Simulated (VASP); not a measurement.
# Bi (C2/m) in VASP: a series of runs, part 3 of 3

VASP 6.6.1. Earlier steps stand in the parts before.

**6. Single point, LDA (volume scaled by 0.98)**

INCAR

```
SYSTEM = Bi
  PREC = Accurate
  ENCUT = 520
  EDIFF = 1E-6
  ISMEAR = -1
  SIGMA = 0.05
  LREAL = .False.
  LASPH = .True.
  NELM = 100
  ALGO = Fast
  ISIF = 2
  LWAVE = .False.
  LCHARG = .True.
  LELF = .True.
  LVHAR = .True.
  NBANDS = 22
```

KPOINTS

```
Automatic mesh
0
Gamma
  6 6 9
  0 0 0
```

POSCAR

```
Bi
1.0
    3.4651838851     -3.1115533531      0.0000000000
    3.4651838851      3.1115533531      0.0000000000
   -1.2517767921      0.0000000000      3.0926530616
Bi
2
Direct
    0.7530610000      0.7530610000      0.8573820000
    0.2469390000      0.2469390000      0.1426180000
```

Potentials or basis: VASP PAW LDA potentials, release 64 (Bi_d).

On the command line:

```sh
cat potpaw_LDA.64/Bi_d/POTCAR > POTCAR
mpirun -np 1 vasp_std > vasp.out
```

OUTCAR:

```text
SYSTEM = Bi
   PREC = Accurate
   ENCUT = 520
   EDIFF = 1E-6
   ISMEAR = -1
   LREAL = .False.
   LASPH = .True.
   NELM = 100
   ISIF = 2

 ion  position               nearest neighbor table
   1  0.753  0.753  0.857-   2 3.19   2 3.26   2 3.26   2 3.42   2 3.91   2 3.91
   2  0.247  0.247  0.143-   1 3.19   1 3.26   1 3.26   1 3.42   1 3.91   1 3.91

  LATTYP: Found a base centered monoclinic cell.
 ALAT       =     6.9303677702
 B/A-ratio  =     0.8979475423
 C/A-ratio  =     0.4814149259
 COS(beta)  =    -0.3751898342

  Lattice vectors:

 A1 = (   3.4651838851,  -3.1115533531,   0.0000000000)
 A2 = (   3.4651838851,   3.1115533531,   0.0000000000)
 A3 = (  -1.2517767921,   0.0000000000,   3.0926530616)

Analysis of symmetry for initial positions (statically):
=====================================================================
 Subroutine PRICEL returns:
 Original cell was already a primitive cell.

 Routine SETGRP: Setting up the symmetry group for a
 base centered monoclinic supercell.

 Subroutine GETGRP returns: Found  4 space group operations
 (whereof  4 operations were pure point group operations)
 out of a pool of  4 trial point group operations.

The static configuration has the point symmetry C_2h.

Analysis of symmetry for dynamics (positions and initial velocities):
=====================================================================
 Subroutine PRICEL returns:
 Original cell was already a primitive cell.

 Routine SETGRP: Setting up the symmetry group for a
 base centered monoclinic supercell.

 Subroutine GETGRP returns: Found  4 space group operations
 (whereof  4 operations were pure point group operations)
 out of a pool of  4 trial point group operations.

The dynamic configuration has the point symmetry C_2h.

 Subroutine INISYM returns: Found  4 space group operations
 (whereof  4 operations are pure point group operations),
 and found     1 'primitive' translations

----------------------------------------------------------------------------------------

                                     Primitive cell

  volume of cell :      66.6906

  direct lattice vectors                    reciprocal lattice vectors
     3.465183885 -3.111553353  0.000000000     0.144292487 -0.160691444  0.058403572
     3.465183885  3.111553353  0.000000000     0.144292487  0.160691444  0.058403572
    -1.251776792  0.000000000  3.092653062     0.000000000  0.000000000  0.323346971

  length of vectors
     4.657173352  4.657173352  3.336382487     0.223725365  0.223725365  0.323346971

  position of ions in fractional coordinates (direct lattice)
     0.753061000  0.753061000  0.857382000
     0.246939000  0.246939000  0.142618000

  ion indices of the primitive-cell ions
   primitive index   ion index
                 1           1
                 2           2

----------------------------------------------------------------------------------------

 KPOINTS: Automatic mesh

Automatic generation of k-mesh.
 Grid dimensions read from file:
 generate k-points for:    6    6    9

 Generating k-lattice:

  Cartesian coordinates                     Fractional coordinates (reciprocal lattice)
     0.024048748 -0.026781907  0.009733929     0.166666667 -0.000000000  0.000000000
     0.024048748  0.026781907  0.009733929    -0.000000000  0.166666667  0.000000000
     0.000000000  0.000000000  0.035927441     0.000000000  0.000000000  0.111111111

  Length of vectors
     0.037287561  0.037287561  0.035927441

  Shift w.r.t. Gamma in fractional coordinates (k-lattice)
     0.000000000  0.000000000  0.000000000

 Subroutine IBZKPT returns following result:
 ===========================================

 Found     97 irreducible k-points:

 Following reciprocal coordinates:
            Coordinates               Weight
  0.000000  0.000000  0.000000      1.000000
  0.166667  0.000000  0.000000      4.000000
  0.333333 -0.000000  0.000000      4.000000
  0.500000  0.000000 -0.000000      2.000000
  0.166667  0.166667  0.000000      2.000000
  0.333333  0.166667  0.000000      4.000000
[... 16 lines left out ...]
 -0.333333  0.166667  0.111111      4.000000
 -0.166667  0.166667  0.111111      4.000000
 [... further k-points ...]
   k-points           NKPTS =     97   k-points in BZ     NKDIM =     97   number of bands    NBANDS=     22
   number of dos      NEDOS =    301   number of ions     NIONS =      2
   total plane-waves  NPLWV =  36288
   dimension x,y,z NGX =    36 NGY =   36 NGZ =   28
   dimension x,y,z NGXF=    72 NGYF=   72 NGZF=   56
   ions per type =               2
   NGX,Y,Z   is equivalent  to a cutoff of  12.85, 12.85, 13.95 a.u.
   NGXF,Y,Z  is equivalent  to a cutoff of  25.70, 25.70, 27.90 a.u.
 SYSTEM =  Bi
   PREC   = accura    normal or accurate (medium, high low for compatibility)
   ISTART =      0    job   : 0-new  1-cont  2-samecut
   ICHARG =      2    charge: 1-file 2-atom 10-const
   ISPIN  =      1    spin polarized calculation?
   LNONCOLLINEAR =      F non collinear calculations
   LSORBIT =      F    spin-orbit coupling
   LASPH  =      T    aspherical Exc in radial PAW
   ENCUT  =  520.0 eV  38.22 Ry    6.18 a.u.   8.66  8.66  6.20*2*pi/ulx,y,z
   NELM   =    100;   NELMIN=  2; NELMDL= -5     # of ELM steps
   EDIFF  = 0.1E-05   stopping-criterion for ELM
   LREAL  =      F    real-space projection
   EDIFFG = 0.1E-04   stopping-criterion for IOM
   NSW    =      0    number of steps for IOM
   IBRION =     -1    ionic relax: 0-MD 1-quasi-New 2-CG
   NFREE  =      0    steps in history (QN), initial steepest desc. (CG)
   ISIF   =      2    stress and relaxation
   ISYM   =      2    0-nonsym 1-usesym 2-fastsym
   POTIM  = 0.5000    time-step for ionic-motion
   TEBEG  =    0.0;   TEEND  =   0.0 temperature during run
   PSTRESS=    0.0 pullay stress
   NELECT =      30.0000    total number of electrons
   NUPDOWN=      -1.0000    fix difference up-down
   EMIN   =  10.00;   EMAX   =-10.00  energy-range for DOS
   EFERMI =   0.00;   METHOD = LEGACY
   ISMEAR =    -1;   SIGMA  =   0.05  broadening in eV -4-tet -1-fermi 0-gaus
   EFERMI_NEDOS =   21; number of points for ismear=-14 and -15
   IALGO  =     68    algorithm
   IMIX   =      4    mixing-type and parameters
     AMIX     =   0.40;   BMIX     =  1.00
     AMIX_MAG =   1.60;   BMIX_MAG =  1.00
  volume/ion in A,a.u.               =      33.35       225.03
  Fermi-wavevector in a.u.,A,eV,Ry     =   1.254374  2.370423 21.408139  1.573454
  Thomas-Fermi vector in A             =   2.388182
   LORBIT       =      0    0 simple, 1 ext, 2 COOP (PROOUT), +10 PAW based schemes
   GGA     = CA    functional components
   LHFCALC =     F    Hartree Fock is set to
   AEXX    =    0.0000 exact exchange contribution
   IVDW    =     0    specifies the selected vdW correction
   LEPSILON=     F    determine dielectric tensor
   LRPA    =     F    only Hartree local field effects (RPA)
 non-spin polarized calculation
 RMM-DIIS sequential band-by-band and
  energy-cutoff  :      520.00
  volume of cell :       66.69
 maximum number of plane-waves:      1818
 NGX is ok and might be reduce to    36
   NGX = 17   NGY = 17   NGZ = 13

 number of electron      29.9999997 magnetization

 Free energy of the ion-electron system (eV)
  ---------------------------------------------------
  ext. energy  EPLUGINS =         0.00000000
  ---------------------------------------------------
  free energy    TOTEN  =        -9.04831255 eV

  energy without entropy =       -9.04027925  energy(sigma->0) =       -9.04429590

 E-fermi :   6.7502     XC(G=0): -10.1258

 val. band max:        6.7152409308   @ k =  -0.1667  -0.3333   0.2222
 cond. band min:       6.7706675601   @ k =   0.1667   0.1667   0.0000
 fundamental gap:      0.0554266293
 Fermi energy:         6.7502482814

 k-point     1 :       0.0000    0.0000    0.0000
  band No.  band energies     occupation
      1     -16.1786      2.00000
      2     -16.1447      2.00000
      3     -16.0984      2.00000
      4     -16.0722      2.00000
      5     -15.9818      2.00000
      6     -15.9563      2.00000
[... 14 lines left out ...]
     21      15.1145      0.00000
     22      15.6134      0.00000

 k-point     2 :       0.1667    0.0000    0.0000
  band No.  band energies     occupation
      1     -16.1623      2.00000
      2     -16.1465      2.00000
      3     -16.1031      2.00000
      4     -16.0598      2.00000
      5     -15.9791      2.00000
      6     -15.9604      2.00000
[... 542 lines left out ...]
 k-point    24 :      -0.1667    0.1667    0.1111
  band No.  band energies     occupation
      1     -16.1442      2.00000
      2     -16.1248      2.00000
      3     -16.0947      2.00000
      4     -16.0441      2.00000
      5     -15.9752      2.00000
      6     -15.9657      2.00000
[... 14 lines left out ...]
     21      15.9766      0.00000
     22      16.1307      0.00000

 [... further k-points ...]
[... 5 lines left out ...]
  --------------------------------------------------------------------------------------
  -------------------------------------------------------------------------------------
  Total       -1.0963012     -1.4379279     -0.8914855      0.0000000      0.0000000     -0.0709844
  in kB      -26.3375713    -34.5448228    -21.4170747      0.0000000      0.0000000     -1.7053320
  external PRESSURE =     -27.4331563 kB  Pullay stress =       0.0000000 kB

 VOLUME and BASIS-vectors are now :
 -----------------------------------------------------------------------------
  energy-cutoff  :      520.00
  volume of cell :       66.69
      direct lattice vectors                 reciprocal lattice vectors
     3.465183885 -3.111553353  0.000000000     0.144292487 -0.160691444  0.058403572
     3.465183885  3.111553353  0.000000000     0.144292487  0.160691444  0.058403572
    -1.251776792  0.000000000  3.092653062     0.000000000  0.000000000  0.323346971

 POSITION                                       TOTAL-FORCE (eV/Angst)
 -----------------------------------------------------------------------------------
      4.14574      0.00000      2.65159         0.046882      0.000000      0.032519
      1.53285      0.00000      0.44107        -0.046882      0.000000     -0.032519
 -----------------------------------------------------------------------------------
    total drift:                               -0.000000      0.000000      0.000000

  FREE ENERGIE OF THE ION-ELECTRON SYSTEM (eV)
  ---------------------------------------------------
  free  energy   TOTEN  =        -9.0483125520 eV

  energy  without entropy=       -9.0402792519  energy(sigma->0) =       -9.04429590
```

It took 42 s on 1 thread of Intel Xeon 6975P-C (Granite Rapids), shared host; peak memory 0.23 GiB.

What came out:

```yaml
Free_energy: -9.0483 eV
Pressure: -2.7 GPa
Largest_force: 0.057 eV/Å
Band_gap_on_the_k_mesh: zero (band 15 reaches 9.94 eV, above the bottom of band 16 at 5.02 eV)
```

Forces on the atoms (eV/Å):
```
Bi   0.047  0.000  0.033
Bi  -0.047  0.000 -0.033
```

Caveat: spin-orbit coupling is left out, which moves the levels of the heavy elements.

**7. The runs side by side**

```tsv
level	potentials or basis	cell	gap on the mesh (eV)	pressure (GPa)	largest force (eV/Å)
LDA	VASP PAW LDA potentials, release 64 (Bi_d)	a = 4.593, b = 4.593, c = 3.290 Å, angles 106.2, 106.2, 83.8°, 2 atoms	none	-0.6	-
PBEsol	VASP PAW PBE potentials, release 64 (Bi_d)	a = 4.593, b = 4.593, c = 3.290 Å, angles 106.2, 106.2, 83.8°, 2 atoms	none	0.6	0.03
LDA	VASP PAW LDA potentials, release 64 (Bi_d)	a = 4.625, b = 4.625, c = 3.314 Å, angles 106.2, 106.2, 83.8°, 2 atoms	none	-1.7	0.03
PBEsol	VASP PAW PBE potentials, release 64 (Bi_d)	a = 4.625, b = 4.625, c = 3.314 Å, angles 106.2, 106.2, 83.8°, 2 atoms	none	-0.5	0.01
LDA	VASP PAW LDA potentials, release 64 (Bi_d)	a = 4.657, b = 4.657, c = 3.336 Å, angles 106.2, 106.2, 83.8°, 2 atoms	none	-2.7	0.06
```

Alike in all rows: task single point; no spin polarisation; k mesh 6 × 6 × 9; cutoff (eV) 520; smearing fermi-dirac 0.05 eV.

Caveats: spin-orbit coupling is left out, which moves the levels of the heavy elements; the PAW data sets were made with another functional, which shifts forces and pressure a little (some runs).

Total energies depend on the potentials used, so only differences within one code and one set of settings carry meaning.
